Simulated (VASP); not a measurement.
# Ni (P6_3/mmc) in VASP: notebook

Ni is run at these levels: PBE; tasks: single point.

Everything below comes from runs of VASP 6.6.1. Logs are shortened: lines on timing, memory, paths and dates and some standing lists are left out, and cuts for length are marked.

### Step 1. The cell of the first run

The structure is hexagonal, space group P6_3/mmc (No. 194). Conventional cell: a = 2.448 Å, b = 2.448 Å, c = 4.073 Å, α = 90.00°, β = 90.00°, γ = 120.00°. Within 3.2 Å of Ni (site symmetry -6m2) lie 12 Ni at 2.45 to 2.48 Å.

This isn't the form of Ni at room conditions, which is fcc.

### Step 2. Single point, PBE, collinear spin, antiferromagnetic start

INCAR

```
SYSTEM = Ni
  ALGO = Normal
  EDIFF = 1E-6
  ENCUT = 520
  GGA = PE
  ISIF = 2
  ISMEAR = -1
  ISPIN = 2
  LASPH = .TRUE.
  LCHARG = .TRUE.
  LELF = .TRUE.
  LMAXMIX = 4
  LORBIT = 11
  LREAL = .FALSE.
  LVHAR = .TRUE.
  LWAVE = .FALSE.
  MAGMOM = 1 -1
  NBANDS = 21
  NELM = 150
  PREC = Accurate
  SIGMA = 0.05
```

KPOINTS

```
k-points
0
G
  12 12 7
  0 0 0
```

POSCAR

```
Ni
1.0
    2.4480228978      0.0000000000      0.0000000000
   -1.2240114489      2.1200500186      0.0000000000
    0.0000000000      0.0000000000      4.0728075700
Ni
2
Direct
    0.6666666667      0.3333333333      0.7500000000
    0.3333333333      0.6666666667      0.2500000000
```

Potentials or basis: VASP PAW PBE potentials, release 64 (Ni).

On the command line:

```
> cat potpaw_PBE.64/Ni/POTCAR > POTCAR
> mpirun -np 1 vasp_std > vasp.out
```

OUTCAR:

```text
SYSTEM = Ni
   EDIFF = 1E-6
   ENCUT = 520
   GGA = PE
   ISIF = 2
   ISMEAR = -1
   ISPIN = 2
   LASPH = .TRUE.
   LORBIT = 11
   LREAL = .FALSE.
   NELM = 150
   PREC = Accurate

 ion  position               nearest neighbor table
   1  0.667  0.333  0.750-   2 2.48   2 2.48   2 2.48   2 2.48   2 2.48   2 2.48
   2  0.333  0.667  0.250-   1 2.48   1 2.48   1 2.48   1 2.48   1 2.48   1 2.48

  LATTYP: Found a hexagonal cell.
 ALAT       =     2.4480228978
 C/A-ratio  =     1.6637130207

  Lattice vectors:

 A1 = (   2.4480228978,   0.0000000000,   0.0000000000)
 A2 = (  -1.2240114489,   2.1200500186,   0.0000000000)
 A3 = (   0.0000000000,   0.0000000000,   4.0728075700)

Analysis of symmetry for initial positions (statically):
=====================================================================
 Subroutine PRICEL returns:
 Original cell was already a primitive cell.

 Routine SETGRP: Setting up the symmetry group for a
 hexagonal supercell.

 Subroutine GETGRP returns: Found 24 space group operations
 (whereof 12 operations were pure point group operations)
 out of a pool of 24 trial point group operations.

The static configuration has the point symmetry D_3d.
 The point group associated with its full space group is D_6h.

Analysis of symmetry for dynamics (positions and initial velocities):
=====================================================================
 Subroutine PRICEL returns:
 Original cell was already a primitive cell.

 Routine SETGRP: Setting up the symmetry group for a
 hexagonal supercell.

 Subroutine GETGRP returns: Found 24 space group operations
 (whereof 12 operations were pure point group operations)
 out of a pool of 24 trial point group operations.

The dynamic configuration has the point symmetry D_3d.
 The point group associated with its full space group is D_6h.

Analysis of structural, dynamic, and magnetic symmetry:
=====================================================================
 Subroutine PRICEL returns:
 Original cell was already a primitive cell.

 Routine SETGRP: Setting up the symmetry group for a
 hexagonal supercell.

 Subroutine GETGRP returns: Found 24 space group operations
 (whereof 12 operations were pure point group operations)
 out of a pool of 24 trial point group operations.

The overall configuration has the point symmetry D_3d.
 The point group associated with its full space group is D_6h.

 Subroutine INISYM returns: Found 24 space group operations
 (whereof 12 operations are pure point group operations),
 and found     1 'primitive' translations

----------------------------------------------------------------------------------------

                                     Primitive cell

  volume of cell :      21.1376

  direct lattice vectors                    reciprocal lattice vectors
     2.448022898  0.000000000  0.000000000     0.408492911  0.235843492  0.000000000
    -1.224011449  2.120050019  0.000000000     0.000000000  0.471686984  0.000000000
     0.000000000  0.000000000  4.072807570     0.000000000  0.000000000  0.245530873

  length of vectors
     2.448022898  2.448022898  4.072807570     0.471686984  0.471686984  0.245530873

  position of ions in fractional coordinates (direct lattice)
     0.666666667  0.333333333  0.750000000
     0.333333333  0.666666667  0.250000000

  ion indices of the primitive-cell ions
   primitive index   ion index
                 1           1
                 2           2

----------------------------------------------------------------------------------------

 KPOINTS: k-points

Automatic generation of k-mesh.
 Grid dimensions read from file:
 generate k-points for:   12   12    7

 Generating k-lattice:

  Cartesian coordinates                     Fractional coordinates (reciprocal lattice)
     0.034041076  0.019653624  0.000000000     0.083333333 -0.000000000  0.000000000
     0.000000000  0.039307249  0.000000000     0.000000000  0.083333333  0.000000000
     0.000000000  0.000000000  0.035075839     0.000000000  0.000000000  0.142857143

  Length of vectors
     0.039307249  0.039307249  0.035075839

  Shift w.r.t. Gamma in fractional coordinates (k-lattice)
     0.000000000  0.000000000  0.000000000

 Subroutine IBZKPT returns following result:
 ===========================================

 Found     76 irreducible k-points:

 Following reciprocal coordinates:
            Coordinates               Weight
  0.000000  0.000000  0.000000      1.000000
  0.083333  0.000000  0.000000      6.000000
  0.166667 -0.000000  0.000000      6.000000
  0.250000 -0.000000  0.000000      6.000000
  0.333333  0.000000  0.000000      6.000000
  0.416667 -0.000000  0.000000      6.000000
[... 16 lines left out ...]
  0.250000 -0.000000  0.142857     12.000000
  0.333333  0.000000  0.142857     12.000000
 [... further k-points ...]
   k-points           NKPTS =     76   k-points in BZ     NKDIM =     76   number of bands    NBANDS=     21
   number of dos      NEDOS =    301   number of ions     NIONS =      2
   total plane-waves  NPLWV =   9720
   dimension x,y,z NGX =    18 NGY =   18 NGZ =   30
   dimension x,y,z NGXF=    36 NGYF=   36 NGZF=   60
   ions per type =               2
   NGX,Y,Z   is equivalent  to a cutoff of  12.22, 12.22, 12.25 a.u.
   NGXF,Y,Z  is equivalent  to a cutoff of  24.45, 24.45, 24.49 a.u.
 SYSTEM =  Ni
   PREC   = accura    normal or accurate (medium, high low for compatibility)
   ISTART =      0    job   : 0-new  1-cont  2-samecut
   ICHARG =      2    charge: 1-file 2-atom 10-const
   ISPIN  =      2    spin polarized calculation?
   LNONCOLLINEAR =      F non collinear calculations
   LSORBIT =      F    spin-orbit coupling
   LASPH  =      T    aspherical Exc in radial PAW
   ENCUT  =  520.0 eV  38.22 Ry    6.18 a.u.   4.55  4.55  7.57*2*pi/ulx,y,z
   NELM   =    150;   NELMIN=  2; NELMDL= -5     # of ELM steps
   EDIFF  = 0.1E-05   stopping-criterion for ELM
   LREAL  =      F    real-space projection
   EDIFFG = 0.1E-04   stopping-criterion for IOM
   NSW    =      0    number of steps for IOM
   IBRION =     -1    ionic relax: 0-MD 1-quasi-New 2-CG
   NFREE  =      0    steps in history (QN), initial steepest desc. (CG)
   ISIF   =      2    stress and relaxation
   ISYM   =      2    0-nonsym 1-usesym 2-fastsym
   POTIM  = 0.5000    time-step for ionic-motion
   TEBEG  =    0.0;   TEEND  =   0.0 temperature during run
   PSTRESS=    0.0 pullay stress
   NELECT =      20.0000    total number of electrons
   NUPDOWN=      -1.0000    fix difference up-down
   EMIN   =  10.00;   EMAX   =-10.00  energy-range for DOS
   EFERMI =   0.00;   METHOD = LEGACY
   ISMEAR =    -1;   SIGMA  =   0.05  broadening in eV -4-tet -1-fermi 0-gaus
   EFERMI_NEDOS =   21; number of points for ismear=-14 and -15
   IALGO  =     38    algorithm
   IMIX   =      4    mixing-type and parameters
     AMIX     =   0.40;   BMIX     =  1.00
     AMIX_MAG =   1.60;   BMIX_MAG =  1.00
  volume/ion in A,a.u.               =      10.57        71.32
  Fermi-wavevector in a.u.,A,eV,Ry     =   1.607187  3.037143 35.144518  2.583049
  Thomas-Fermi vector in A             =   2.703255
   LORBIT       =     11    0 simple, 1 ext, 2 COOP (PROOUT), +10 PAW based schemes
   GGA     = PE    functional components
   LHFCALC =     F    Hartree Fock is set to
   AEXX    =    0.0000 exact exchange contribution
   IVDW    =     0    specifies the selected vdW correction
   LEPSILON=     F    determine dielectric tensor
   LRPA    =     F    only Hartree local field effects (RPA)
 spin polarized calculation
  energy-cutoff  :      520.00
  volume of cell :       21.14
 maximum number of plane-waves:       586
   NGX =  9   NGY =  9   NGZ = 15

 number of electron      19.9999995 magnetization       0.0000000

 number of electron      19.9999995 magnetization      -0.0000000

 Free energy of the ion-electron system (eV)
  ---------------------------------------------------
  ext. energy  EPLUGINS =         0.00000000
  ---------------------------------------------------
  free energy    TOTEN  =       -10.79795774 eV

  energy without entropy =      -10.74273912  energy(sigma->0) =      -10.77034843

 E-fermi :   9.6239     XC(G=0): -13.4245

 val. band max:        9.6153902440   @ k =   0.2500   0.0833   0.4286
 cond. band min:       9.6339500324   @ k =   0.3333   0.0000   0.0000
 fundamental gap:      0.0185597884
 Fermi energy:         9.6239345697

 spin component 1

 k-point     1 :       0.0000    0.0000    0.0000
  band No.  band energies     occupation
      1       0.5631      1.00000
      2       4.9997      1.00000
      3       7.6178      1.00000
      4       7.6818      1.00000
      5       7.6818      1.00000
      6       8.0764      1.00000
[... 13 lines left out ...]
     20      36.5953      0.00000
     21      40.5168      0.00000
[... 529 lines left out ...]
 k-point    24 :       0.3333    0.0000    0.1429
  band No.  band energies     occupation
      1       4.0756      1.00000
      2       5.8777      1.00000
      3       6.2275      1.00000
      4       7.0216      1.00000
      5       7.7014      1.00000
      6       7.9654      1.00000
[... 13 lines left out ...]
     20      34.9354      0.00000
     21      37.9988      0.00000

 [... further k-points ...]

 spin component 2

 k-point     1 :       0.0000    0.0000    0.0000
  band No.  band energies     occupation
      1       0.5631      1.00000
      2       4.9997      1.00000
      3       7.6178      1.00000
      4       7.6818      1.00000
      5       7.6818      1.00000
      6       8.0764      1.00000
[... 13 lines left out ...]
     20      36.5953      0.00000
     21      40.5168      0.00000
[... 529 lines left out ...]
 k-point    24 :       0.3333    0.0000    0.1429
  band No.  band energies     occupation
      1       4.0756      1.00000
      2       5.8777      1.00000
      3       6.2275      1.00000
      4       7.0216      1.00000
      5       7.7014      1.00000
      6       7.9654      1.00000
[... 13 lines left out ...]
     20      34.9354      0.00000
     21      37.9988      0.00000

 [... further k-points ...]

------------------------ aborting loop because EDIFF is reached ----------------------------------------

  FORCE on cell =-STRESS in cart. coord.  units (eV):
  Direction    XX          YY          ZZ          XY          YZ          ZX
  --------------------------------------------------------------------------------------
  -------------------------------------------------------------------------------------
  Total        0.8810658      0.8810658      0.6657533     -0.0000000      0.0000000      0.0000000
  in kB       66.7826224     66.7826224     50.4624640     -0.0000000      0.0000000      0.0000000
  external PRESSURE =      61.3425696 kB  Pullay stress =       0.0000000 kB

 VOLUME and BASIS-vectors are now :
 -----------------------------------------------------------------------------
  energy-cutoff  :      520.00
  volume of cell :       21.14
      direct lattice vectors                 reciprocal lattice vectors
     2.448022898  0.000000000  0.000000000     0.408492911  0.235843492  0.000000000
    -1.224011449  2.120050019  0.000000000     0.000000000  0.471686984  0.000000000
     0.000000000  0.000000000  4.072807570     0.000000000  0.000000000  0.245530873

 POSITION                                       TOTAL-FORCE (eV/Angst)
 -----------------------------------------------------------------------------------
      1.22401      0.70668      3.05461         0.000000      0.000000      0.000000
     -0.00000      1.41337      1.01820        -0.000000      0.000000      0.000000
 -----------------------------------------------------------------------------------
    total drift:                               -0.000000      0.000000     -0.000000

  FREE ENERGIE OF THE ION-ELECTRON SYSTEM (eV)
  ---------------------------------------------------
  free  energy   TOTEN  =       -10.7979577442 eV

  energy  without entropy=      -10.7427391214  energy(sigma->0) =      -10.77034843

 total charge

# of ion       s       p       d       tot
------------------------------------------
    1        0.506   0.519   8.342   9.366
    2        0.506   0.519   8.342   9.366
--------------------------------------------------
tot          1.012   1.038  16.683  18.732

 magnetization (x)

# of ion       s       p       d       tot
------------------------------------------
    1       -0.001  -0.001   0.221   0.219
    2        0.001   0.001  -0.221  -0.219
--------------------------------------------------
tot          0.000   0.000   0.000   0.000
```

Wall time 1.9 min (1 thread of Intel Xeon 8259CL, shared host); peak memory 0.17 GiB.

What came out:

* Free energy: -10.7980 eV
* Pressure: 6.1 GPa
* Band gap on the k mesh: zero (filled and empty bands overlap)
* Net moment: 0.00 μB per cell
* Site moments: Ni +0.22, -0.22 μB
* Valence electrons inside the program's atomic spheres: Ni 9.37

Levels at points of the mesh, in eV from the Fermi level:
Spin up:
```tsv
k point	band 6	band 7	band 8	band 9	band 10	band 11	band 12	band 13	band 14	band 15
(0.00, 0.00, 0.00)	-1.55	-1.55	-1.10	-1.10	-0.39	-0.14	-0.14	6.00	23.18	25.44
(0.50, 0.00, 0.00)	-1.89	-1.57	-0.11	0.03	0.23	1.65	3.57	9.68	10.23	12.81
```
Spin down:
```csv
k point,band 7,band 8,band 9,band 10,band 11,band 12,band 13,band 14
"(0.00, 0.00, 0.00)",-1.55,-1.10,-1.10,-0.39,-0.14,-0.14,6.00,23.18
"(0.50, 0.00, 0.00)",-1.57,-0.11,0.03,0.23,1.65,3.57,9.68,10.23
```

Caveat: the cell stands under pressure.

### Step 3. Single point, PBE, collinear spin, ferrimagnetic start

INCAR

```
ALGO     = Fast           # electronic algorithm
EDIFF    = 1E-6           # SCF threshold, eV
ENCUT    = 520            # plane-wave cutoff, eV
GGA      = PE             # functional
ISIF     = 2              # what is computed and relaxed
ISMEAR   = -1             # smearing method
ISPIN    = 2              # spin polarisation
LASPH    = True           # aspherical terms in the spheres
LCHARG   = False          # write CHGCAR
LMAXMIX  = 4              # l up to which the mixer works
LORBIT   = 11             # projections on sites
LREAL    = False          # projectors in reciprocal space
LWAVE    = False          # write WAVECAR
MAGMOM   = 1 -0.5         # initial moments
NBANDS   = 21             # bands
NELM     = 150            # most SCF steps
PREC     = Accurate       # precision mode
SIGMA    = 0.05           # smearing width, eV
```

KPOINTS

```
k-points
0
Gamma
  12 12 7
```

POSCAR is that of step 2.

Potentials or basis: VASP PAW PBE potentials, release 64 (Ni).

On the command line:

```
> cat potpaw_PBE.64/Ni/POTCAR > POTCAR
> mpirun -np 1 vasp_std > vasp.out
```

Wall time 1.9 min (1 thread of Intel Xeon 8259CL, shared host); peak memory 0.17 GiB.

It converged, with:

```yaml
Free_energy: -10.8854 eV
Pressure: 7.3 GPa
Net_moment: 1.27 μB per cell
Site_moments: Ni +0.64 μB
Valence_electrons_inside_the_program's_atomic_spheres: Ni 9.36, 9.37
```

Stress tensor (GPa, compression positive):
```
8.58 0.00 0.00
0.00 8.58 0.00
0.00 0.00 4.77
```

Levels at points of the mesh, in eV from the Fermi level:
Spin up:
| k point | band 8 | band 9 | band 10 | band 11 | band 12 | band 13 | band 14 | band 15 |
| --- | --- | --- | --- | --- | --- | --- | --- | --- |
| (0.00, 0.00, 0.00) | -1.64 | -1.64 | -0.71 | -0.71 | -0.56 | 5.59 | 23.06 | 25.31 |
| (0.50, 0.00, 0.00) | -0.60 | -0.55 | -0.48 | 1.22 | 3.18 | 9.42 | 9.98 | 12.53 |
Spin down:
```
           k point  band 7  band 8  band 9  band 10  band 11  band 12  band 13  band 14
(0.00, 0.00, 0.00)   -1.46   -0.99   -0.99    -0.61    -0.02    -0.02     6.02    22.93
(0.50, 0.00, 0.00)   -1.46    0.16    0.19     0.31     1.70     3.56     9.54    10.11
```

Caveat: the cell stands under pressure.

### Step 4. Single point, PBE, collinear spin, ferrimagnetic start

INCAR

```
SYSTEM = Ni
ALGO = Fast
EDIFF = 1E-6
ENCUT = 520
GGA = PE
ISIF = 2
ISMEAR = -1
ISPIN = 2
LASPH = .TRUE.
LCHARG = .FALSE.
LMAXMIX = 4
LORBIT = 11
LREAL = .FALSE.
LWAVE = .FALSE.
MAGMOM = 0.83 -0.38
NBANDS = 21
NELM = 150
PREC = Accurate
SIGMA = 0.05
```

KPOINTS

```
k-points
0
G
  12 12 7
  0 0 0
```

POSCAR is that of step 3.

On the command line:

```
> cat potpaw_PBE.64/Ni/POTCAR > POTCAR
> mpirun -np 1 vasp_std > vasp.out
```

It took 2.1 min on 1 thread of Intel Xeon 8259CL, shared host; peak memory 0.17 GiB.

The run converged. Its results:

- Free energy: -10.8854 eV
- Pressure: 7.1 GPa
- Net moment: 1.27 μB per cell
- Site moments: Ni +0.64 μB
- Valence electrons inside the program's atomic spheres: Ni 9.36

Stress tensor (GPa, compression positive):
```
8.41 0.00 0.00
0.00 8.41 0.00
0.00 0.00 4.56
```

Levels at points of the mesh, in eV from the Fermi level:
Spin up:
| k point | band 8 | band 9 | band 10 | band 11 | band 12 | band 13 | band 14 | band 15 |
| --- | --- | --- | --- | --- | --- | --- | --- | --- |
| (0.00, 0.00, 0.00) | -1.65 | -1.65 | -0.71 | -0.71 | -0.56 | 5.59 | 23.06 | 25.31 |
| (0.50, 0.00, 0.00) | -0.60 | -0.55 | -0.48 | 1.22 | 3.18 | 9.42 | 9.98 | 12.53 |
Spin down:
| k point | band 7 | band 8 | band 9 | band 10 | band 11 | band 12 | band 13 | band 14 |
| --- | --- | --- | --- | --- | --- | --- | --- | --- |
| (0.00, 0.00, 0.00) | -1.45 | -0.99 | -0.99 | -0.61 | -0.02 | -0.02 | 6.02 | 22.93 |
| (0.50, 0.00, 0.00) | -1.46 | 0.16 | 0.19 | 0.31 | 1.70 | 3.56 | 9.54 | 10.11 |

Caveat: the cell stands under pressure.

### Step 5. Single point, PBE, non-collinear spin, typed start

INCAR

```
SYSTEM = Ni
PREC = Accurate
ENCUT = 520
EDIFF = 1E-7
ISMEAR = -1
SIGMA = 0.05
LREAL = .FALSE.
LASPH = .TRUE.
NELM = 150
ALGO = Fast
ISIF = 2
LWAVE = .FALSE.
LCHARG = .FALSE.
LNONCOLLINEAR = .TRUE.
MAGMOM = 0.192 -0.415 0.692 -0.32 0.202 -0.038
LORBIT = 11
LMAXMIX = 4
GGA = PE
NBANDS = 32
```

KPOINTS

```
Automatic mesh
0
G
  9 9 5
  0 0 0
```

POSCAR is that of step 4.

On the command line:

```
> cat potpaw_PBE.64/Ni/POTCAR > POTCAR
> mpirun -np 1 vasp_ncl > vasp.out
```

It took 44 min on 1 thread of Intel Xeon 8259CL, shared host; peak memory 0.46 GiB.

The run converged. Its results:

| Property | Result |
| --- | --- |
| Free energy | -10.8890 eV |
| Pressure | 6.5 GPa |
| Band gap on the k mesh | zero (bands 20 and 21 overlap by 0.92 eV) |
| Net moment | 1.08 μB per cell |
| Valence electrons inside the program's atomic spheres | Ni 9.37 |

Stress tensor (GPa, compression positive):
```
7.17 0.00 0.00
0.00 7.17 0.00
0.00 0.00 5.31
```

Levels at points of the mesh, in eV from the Fermi level:
| k point | band 17 | band 18 | band 19 | band 20 | band 21 | band 22 |
| --- | --- | --- | --- | --- | --- | --- |
| (0.00, 0.00, 0.00) | -0.99 | -0.99 | -0.64 | -0.64 | -0.61 | -0.54 |

Moments on the atoms (μB; x, y, z):
```
Ni  -0.15 -0.14  0.51
Ni  -0.15 -0.14  0.51
```

Caveat: the cell stands under pressure.

### Step 6. Summary

| spin | k mesh | gap on the mesh (eV) | pressure (GPa) | moment (μB) |
| --- | --- | --- | --- | --- |
| collinear, antiferromagnetic start | 12 × 12 × 7 | none | 6.1 | 0.00 |
| collinear, ferrimagnetic start | 12 × 12 × 7 | none | 7.1 | 1.27 |
| non-collinear, typed start | 9 × 9 × 5 | none | 6.5 | 1.08 |

Alike in all rows: task single point; level PBE; potentials or basis VASP PAW PBE potentials, release 64 (Ni); cell as given; cutoff (eV) 520; smearing fermi-dirac 0.05 eV.

Caveats: the cell stands under pressure.

Total energies depend on the potentials used, so only differences within one code and one set of settings carry meaning.
